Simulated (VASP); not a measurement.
# C (Fd-3m) in VASP: further runs

The runs below take C through single point, relaxation of cell and atoms, with RPBE.

All numbers are computed with VASP 6.6.1; they aren't measurements. Logs are shortened: lines on timing, memory, paths and dates and some standing lists are left out, and cuts for length are marked.

## Step 1: The cell of the first run

Symmetry: Fd-3m, No. 227, cubic system. Conventional cell: a = 3.567 Å, b = 3.567 Å, c = 3.567 Å, α = 90.00°, β = 90.00°, γ = 90.00°. Within 2.1 Å of C (site symmetry -43m) lie 4 C at 1.54 Å.

## Step 2: Single point, RPBE

INCAR reads:

```
PREC     = Accurate       # precision mode
ENCUT    = 600            # plane-wave cutoff, eV
EDIFF    = 1E-6           # SCF threshold, eV
ISMEAR   = 0              # smearing method
SIGMA    = 0.1            # smearing width, eV
LREAL    = False          # projectors in reciprocal space
LASPH    = True           # aspherical terms in the spheres
NELM     = 120            # most SCF steps
ALGO     = Normal         # electronic algorithm
ISIF     = 2              # what is computed and relaxed
LWAVE    = False          # write WAVECAR
LCHARG   = False          # write CHGCAR
GGA      = RP             # functional
NBANDS   = 11             # bands
GGA_COMPAT= False
```

KPOINTS reads:

```
regular mesh
0
Gamma
  8 8 8
```

POSCAR reads:

```
C
1.0
    0.0000000000      1.7834000000      1.7834000000
    1.7834000000      0.0000000000      1.7834000000
    1.7834000000      1.7834000000      0.0000000000
C
2
Direct
    0.5000000000      0.5000000000      0.5000000000
    0.7500000000      0.7500000000      0.7500000000
```

Potentials or basis: VASP PAW PBE potentials, release 64 (C).

The run is started by

```sh
> cat potpaw_PBE.64/C/POTCAR > POTCAR
> mpirun -np 1 vasp_std > vasp.out
```

OUTCAR:

```text
PREC = Accurate
   ENCUT = 600
   EDIFF = 1E-6
   ISMEAR = 0
   LREAL = False
   LASPH = True
   NELM = 120
   ISIF = 2
   GGA = RP

 ion  position               nearest neighbor table
   1  0.500  0.500  0.500-   2 1.54   2 1.54   2 1.54   2 1.54
   2  0.750  0.750  0.750-   1 1.54   1 1.54   1 1.54   1 1.54

  LATTYP: Found a face centered cubic cell.
 ALAT       =     3.5668000000

  Lattice vectors:

 A1 = (   0.0000000000,   1.7834000000,   1.7834000000)
 A2 = (   1.7834000000,   0.0000000000,   1.7834000000)
 A3 = (   1.7834000000,   1.7834000000,   0.0000000000)

Analysis of symmetry for initial positions (statically):
=====================================================================
 Subroutine PRICEL returns:
 Original cell was already a primitive cell.

 Routine SETGRP: Setting up the symmetry group for a
 face centered cubic supercell.

 Subroutine GETGRP returns: Found 48 space group operations
 (whereof 24 operations were pure point group operations)
 out of a pool of 48 trial point group operations.

The static configuration has the point symmetry T_d .
 The point group associated with its full space group is O_h .

Analysis of symmetry for dynamics (positions and initial velocities):
=====================================================================
 Subroutine PRICEL returns:
 Original cell was already a primitive cell.

 Routine SETGRP: Setting up the symmetry group for a
 face centered cubic supercell.

 Subroutine GETGRP returns: Found 48 space group operations
 (whereof 24 operations were pure point group operations)
 out of a pool of 48 trial point group operations.

The dynamic configuration has the point symmetry T_d .
 The point group associated with its full space group is O_h .

 Subroutine INISYM returns: Found 48 space group operations
 (whereof 24 operations are pure point group operations),
 and found     1 'primitive' translations

----------------------------------------------------------------------------------------

                                     Primitive cell

  volume of cell :      11.3443

  direct lattice vectors                    reciprocal lattice vectors
     0.000000000  1.783400000  1.783400000    -0.280363351  0.280363351  0.280363351
     1.783400000  0.000000000  1.783400000     0.280363351 -0.280363351  0.280363351
     1.783400000  1.783400000  0.000000000     0.280363351  0.280363351 -0.280363351

  length of vectors
     2.522108467  2.522108467  2.522108467     0.485603568  0.485603568  0.485603568

  position of ions in fractional coordinates (direct lattice)
     0.500000000  0.500000000  0.500000000
     0.750000000  0.750000000  0.750000000

  ion indices of the primitive-cell ions
   primitive index   ion index
                 1           1
                 2           2

----------------------------------------------------------------------------------------

 KPOINTS: regular mesh

Automatic generation of k-mesh.
 Grid dimensions read from file:
 generate k-points for:    8    8    8

 Generating k-lattice:

  Cartesian coordinates                     Fractional coordinates (reciprocal lattice)
    -0.035045419  0.035045419  0.035045419     0.125000000  0.000000000  0.000000000
     0.035045419 -0.035045419  0.035045419     0.000000000  0.125000000  0.000000000
     0.035045419  0.035045419 -0.035045419     0.000000000  0.000000000  0.125000000

  Length of vectors
     0.060700446  0.060700446  0.060700446

  Shift w.r.t. Gamma in fractional coordinates (k-lattice)
     0.000000000  0.000000000  0.000000000

 Subroutine IBZKPT returns following result:
 ===========================================

 Found     29 irreducible k-points:

 Following reciprocal coordinates:
            Coordinates               Weight
  0.000000  0.000000  0.000000      1.000000
  0.125000  0.000000  0.000000      8.000000
  0.250000  0.000000  0.000000      8.000000
  0.375000  0.000000  0.000000      8.000000
  0.500000  0.000000  0.000000      4.000000
  0.125000  0.125000  0.000000      6.000000
[... 16 lines left out ...]
  0.500000  0.250000  0.125000     48.000000
 -0.375000  0.250000  0.125000     24.000000
 [... further k-points ...]
   k-points           NKPTS =     29   k-points in BZ     NKDIM =     29   number of bands    NBANDS=     11
   number of dos      NEDOS =    301   number of ions     NIONS =      2
   total plane-waves  NPLWV =   8000
   dimension x,y,z NGX =    20 NGY =   20 NGZ =   20
   dimension x,y,z NGXF=    40 NGYF=   40 NGZF=   40
   ions per type =               2
   NGX,Y,Z   is equivalent  to a cutoff of  13.18, 13.18, 13.18 a.u.
   NGXF,Y,Z  is equivalent  to a cutoff of  26.37, 26.37, 26.37 a.u.
 SYSTEM =  unknown system
   PREC   = accura    normal or accurate (medium, high low for compatibility)
   ISTART =      0    job   : 0-new  1-cont  2-samecut
   ICHARG =      2    charge: 1-file 2-atom 10-const
   ISPIN  =      1    spin polarized calculation?
   LNONCOLLINEAR =      F non collinear calculations
   LSORBIT =      F    spin-orbit coupling
   LASPH  =      T    aspherical Exc in radial PAW
   ENCUT  =  600.0 eV  44.10 Ry    6.64 a.u.   5.04  5.04  5.04*2*pi/ulx,y,z
   NELM   =    120;   NELMIN=  2; NELMDL= -5     # of ELM steps
   EDIFF  = 0.1E-05   stopping-criterion for ELM
   LREAL  =      F    real-space projection
   EDIFFG = 0.1E-04   stopping-criterion for IOM
   NSW    =      0    number of steps for IOM
   IBRION =     -1    ionic relax: 0-MD 1-quasi-New 2-CG
   NFREE  =      0    steps in history (QN), initial steepest desc. (CG)
   ISIF   =      2    stress and relaxation
   ISYM   =      2    0-nonsym 1-usesym 2-fastsym
   POTIM  = 0.5000    time-step for ionic-motion
   TEBEG  =    0.0;   TEEND  =   0.0 temperature during run
   PSTRESS=    0.0 pullay stress
   NELECT =       8.0000    total number of electrons
   NUPDOWN=      -1.0000    fix difference up-down
   EMIN   =  10.00;   EMAX   =-10.00  energy-range for DOS
   EFERMI =   0.00;   METHOD = LEGACY
   ISMEAR =     0;   SIGMA  =   0.10  broadening in eV -4-tet -1-fermi 0-gaus
   EFERMI_NEDOS =   21; number of points for ismear=-14 and -15
   IALGO  =     38    algorithm
   IMIX   =      4    mixing-type and parameters
     AMIX     =   0.40;   BMIX     =  1.00
     AMIX_MAG =   1.60;   BMIX_MAG =  1.00
  volume/ion in A,a.u.               =       5.67        38.28
  Fermi-wavevector in a.u.,A,eV,Ry     =   1.457178  2.753668 28.890189  2.123369
  Thomas-Fermi vector in A             =   2.574010
   LORBIT       =      0    0 simple, 1 ext, 2 COOP (PROOUT), +10 PAW based schemes
   GGA     = RP    functional components
   LHFCALC =     F    Hartree Fock is set to
   AEXX    =    0.0000 exact exchange contribution
   IVDW    =     0    specifies the selected vdW correction
   LEPSILON=     F    determine dielectric tensor
   LRPA    =     F    only Hartree local field effects (RPA)
 non-spin polarized calculation
 Gauss-broadening in eV      SIGMA  =   0.10
  energy-cutoff  :      600.00
  volume of cell :       11.34
 maximum number of plane-waves:       391
   NGX =  9   NGY =  9   NGZ =  9

 number of electron       7.9999999 magnetization

 Free energy of the ion-electron system (eV)
  ---------------------------------------------------
  ext. energy  EPLUGINS =         0.00000000
  ---------------------------------------------------
  free energy    TOTEN  =       -17.23369390 eV

  energy without entropy =      -17.23369390  energy(sigma->0) =      -17.23369390

 E-fermi :  10.3816     XC(G=0): -13.1660

 val. band max:        9.8490800573   @ k =   0.0000   0.0000   0.0000
 cond. band min:      13.9761650271   @ k =   0.3750   0.3750   0.0000
 fundamental gap:      4.1270849698
 Fermi energy:        10.3815567160

 k-point     1 :       0.0000    0.0000    0.0000
  band No.  band energies     occupation
      1     -11.7045      2.00000
      2       9.8491      2.00000
      3       9.8491      2.00000
      4       9.8491      2.00000
      5      15.4424      0.00000
      6      15.4424      0.00000
      7      15.4424      0.00000
      8      23.1218      0.00000
      9      29.2606      0.00000
     10      36.2829      0.00000
     11      36.2829      0.00000

 k-point     2 :       0.1250    0.0000    0.0000
  band No.  band energies     occupation
      1     -11.2722      2.00000
      2       7.4178      2.00000
      3       9.1937      2.00000
      4       9.1937      2.00000
      5      16.3051      0.00000
      6      16.3051      0.00000
      7      16.7293      0.00000
      8      23.5150      0.00000
      9      29.9196      0.00000
     10      33.2914      0.00000
     11      33.2914      0.00000

 k-point     3 :       0.2500    0.0000    0.0000
  band No.  band energies     occupation
      1      -9.9888      2.00000
      2       3.2244      2.00000
      3       8.0965      2.00000
      4       8.0965      2.00000
      5      17.6509      0.00000
      6      17.6509      0.00000
      7      17.9747      0.00000
      8      24.5189      0.00000
      9      30.6866      0.00000
     10      32.2205      0.00000
     11      32.2205      0.00000
[... 267 lines left out ...]
 k-point    23 :       0.5000    0.2500    0.1250
  band No.  band energies     occupation
      1      -6.8386      2.00000
      2      -0.0420      2.00000
      3       3.5437      2.00000
      4       5.7545      2.00000
      5      17.8302      0.00000
      6      19.4996      0.00000
      7      22.2507      0.00000
      8      23.2420      0.00000
      9      30.1528      0.00000
     10      32.2256      0.00000
     11      36.0783      0.00000

 k-point    24 :      -0.3750    0.2500    0.1250
  band No.  band energies     occupation
      1      -4.9327      2.00000
      2      -2.5470      2.00000
      3       3.5051      2.00000
      4       5.1495      2.00000
      5      18.1772      0.00000
      6      19.2888      0.00000
      7      22.9179      0.00000
      8      24.7784      0.00000
      9      28.2640      0.00000
     10      33.8868      0.00000
     11      36.2305      0.00000

 [... further k-points ...]

------------------------ aborting loop because EDIFF is reached ----------------------------------------

  FORCE on cell =-STRESS in cart. coord.  units (eV):
  Direction    XX          YY          ZZ          XY          YZ          ZX
  --------------------------------------------------------------------------------------
  -------------------------------------------------------------------------------------
  Total        0.5472196      0.5472196      0.5472196     -0.0000000      0.0000000      0.0000000
  in kB       77.2851362     77.2851362     77.2851362     -0.0000000      0.0000000      0.0000000
  external PRESSURE =      77.2851362 kB  Pullay stress =       0.0000000 kB

 VOLUME and BASIS-vectors are now :
 -----------------------------------------------------------------------------
  energy-cutoff  :      600.00
  volume of cell :       11.34
      direct lattice vectors                 reciprocal lattice vectors
     0.000000000  1.783400000  1.783400000    -0.280363351  0.280363351  0.280363351
     1.783400000  0.000000000  1.783400000     0.280363351 -0.280363351  0.280363351
     1.783400000  1.783400000  0.000000000     0.280363351  0.280363351 -0.280363351

 POSITION                                       TOTAL-FORCE (eV/Angst)
 -----------------------------------------------------------------------------------
      1.78340      1.78340      1.78340         0.000000     -0.000000      0.000000
      2.67510      2.67510      2.67510        -0.000000      0.000000     -0.000000
 -----------------------------------------------------------------------------------
    total drift:                                0.000000     -0.000000      0.000000

  FREE ENERGIE OF THE ION-ELECTRON SYSTEM (eV)
  ---------------------------------------------------
  free  energy   TOTEN  =       -17.2336938964 eV

  energy  without entropy=      -17.2336938964  energy(sigma->0) =      -17.23369390
```

It took 4 s on 1 thread of Intel Xeon Platinum 8259CL at 2.50GHz (Skylake/Cascade Lake), shared host; peak memory 0.11 GiB.

Results:

```
Free energy            : -17.2337 eV
Pressure               : 7.7 GPa
Band gap on the k mesh : 4.13 eV (least direct gap 5.59 eV)
```

Caveat: the cell stands under pressure; the PAW data sets were made with another functional, which shifts forces and pressure a little.

## Step 3: Single point, RPBE

This run uses another cell than the first one, of 5.78 Å³/atom.

INCAR reads:

```
SYSTEM = C
PREC = Accurate
ENCUT = 600
EDIFF = 1E-6
ISMEAR = 0
SIGMA = 0.02
LREAL = .FALSE.
LASPH = .TRUE.
NELM = 120
ALGO = Normal
ISIF = 2
LWAVE = .FALSE.
LCHARG = .FALSE.
GGA = RP
NBANDS = 11
GGA_COMPAT = .FALSE.
```

KPOINTS reads:

```
regular mesh
0
G
  12 12 12
  0 0 0
```

POSCAR reads:

```
C
1.0
    0.0000000000      1.7943523113      1.7943523113
    1.7943523113      0.0000000000      1.7943523113
    1.7943523113      1.7943523113      0.0000000000
C
2
Direct
    0.5000000000      0.5000000000      0.5000000000
    0.7500000000      0.7500000000      0.7500000000
```

Potentials or basis: VASP PAW PBE potentials, release 64 (C).

The run is started by

```sh
> cat potpaw_PBE.64/C/POTCAR > POTCAR
> mpirun -np 1 vasp_std > vasp.out
```

Wall time 7.4 s (1 thread of Intel Xeon Platinum 8259CL at 2.50GHz (Skylake/Cascade Lake), shared host); peak memory 0.12 GiB.

The run converged. Its results:

| Property | Result |
| --- | --- |
| Free energy | -17.2403 eV |
| Pressure | -0.3 GPa |
| Band gap on the k mesh | 4.11 eV (least direct gap 5.54 eV) |

Levels at points of the mesh, in eV from the valence-band top:
```tsv
k point	band 2	band 3	band 4	band 5	band 6	band 7
(0.00, 0.00, 0.00)	0.00	0.00	0.00	5.54	5.54	5.54
(0.50, 0.00, 0.00)	-13.20	-2.76	-2.76	8.39	8.39	8.55
(0.50, 0.50, 0.00)	-12.71	-6.20	-6.20	4.72	4.72	16.61
```

Caveat: the PAW data sets were made with another functional, which shifts forces and pressure a little.

## Step 4: Relaxation of cell and atoms, RPBE

INCAR reads:

```
ALGO = Normal
EDIFF = 1E-7
EDIFFG = -0.002
ENCUT = 600
GGA = RP
GGA_COMPAT = False
IBRION = 2
ISIF = 3
ISMEAR = 0
LASPH = True
LCHARG = False
LREAL = False
LWAVE = False
NELM = 120
NELMIN = 4
NSW = 100
PREC = Accurate
SIGMA = 0.02
```

KPOINTS reads:

```
k-points
0
Gamma
  12 12 12
```

POSCAR reads:

```
C
1.0
    0.0000000000      1.7834000000      1.7834000000
    1.7834000000      0.0000000000      1.7834000000
    1.7834000000      1.7834000000      0.0000000000
C
2
Direct
    0.5000000000      0.5000000000      0.5000000000
    0.7500000000      0.7500000000      0.7500000000
```

The run is started by

```sh
> cat potpaw_PBE.64/C/POTCAR > POTCAR
> mpirun -np 1 vasp_std > vasp.out
```

Run time: 14 s. Hardware: 1 thread of Intel Xeon Platinum 8259CL at 2.50GHz (Skylake/Cascade Lake), shared host; peak memory 0.11 GiB.

Results (log left out):

* Free energy: -17.2394 eV
* Relaxed volume: 5.77 Å³/atom
* Relaxed cell: a = 2.537 Å, b = 2.537 Å, c = 2.537 Å, α = 60.00°, β = 60.00°, γ = 60.00°
* Space group after relaxing (to 0.1 Å): Fd-3m (No. 227)
* Energy gained by relaxing: 2.4 meV/atom
* Ionic steps: 3
* Pressure after relaxing: 0.0 GPa
* Band gap on the k mesh: 4.11 eV (least direct gap 5.54 eV)

The path:
| step | energy change (eV) | largest force (eV/Å) | pressure (GPa) | volume (Å³) |
| --- | --- | --- | --- | --- |
| 1 | 0.0000 | 0.0000 | 7.72 | 11.34 |
| 2 | 0.0020 | 0.0000 | -8.60 | 11.80 |
| 3 | -0.0048 | 0.0000 | -0.02 | 11.55 |

Final structure:
```cif
data_structure
_symmetry_space_group_name_H-M 'P 1'
_symmetry_Int_Tables_number 1
_cell_length_a 2.5372
_cell_length_b 2.5372
_cell_length_c 2.5372
_cell_angle_alpha 60.000
_cell_angle_beta 60.000
_cell_angle_gamma 60.000
_cell_volume 11.55
loop_
_atom_site_label
_atom_site_type_symbol
_atom_site_fract_x
_atom_site_fract_y
_atom_site_fract_z
_atom_site_occupancy
C1 C 0.50000 0.50000 0.50000 1
C2 C 0.75000 0.75000 0.75000 1
```

Levels at points of the mesh, in eV from the valence-band top:
```
           k point  band 2  band 3  band 4  band 5  band 6  band 7
(0.00, 0.00, 0.00)    0.00    0.00    0.00    5.54    5.54    5.54
(0.50, 0.00, 0.00)  -13.20   -2.76   -2.76    8.40    8.40    8.55
(0.50, 0.50, 0.00)  -12.71   -6.21   -6.21    4.72    4.72   16.62
```

Caveat: the PAW data sets were made with another functional, which shifts forces and pressure a little. Zero-point motion and thermal expansion aren't in these numbers.

## Step 5: Overview

```csv
task,cell,k mesh,smearing,gap on the mesh (eV),pressure (GPa)
single point,"a = 2.522 Å, angles 60.0°, 2 atoms",8 × 8 × 8,gaussian 0.1 eV,4.13,7.7
single point,"a = 2.538 Å, angles 60.0°, 2 atoms",12 × 12 × 12,gaussian 0.02 eV,4.11,-0.3
relaxation of cell and atoms,"relaxed from a = 2.522 Å, angles 60.0°, 2 atoms",12 × 12 × 12,gaussian 0.02 eV,4.11,0.0
```

Alike in all rows: level RPBE; potentials or basis VASP PAW PBE potentials, release 64 (C); no spin polarisation; cutoff (eV) 600.

Caveats: the PAW data sets were made with another functional, which shifts forces and pressure a little; the cell stands under pressure (at least some runs).

Absolute energies hang on the potentials; compare differences alone.
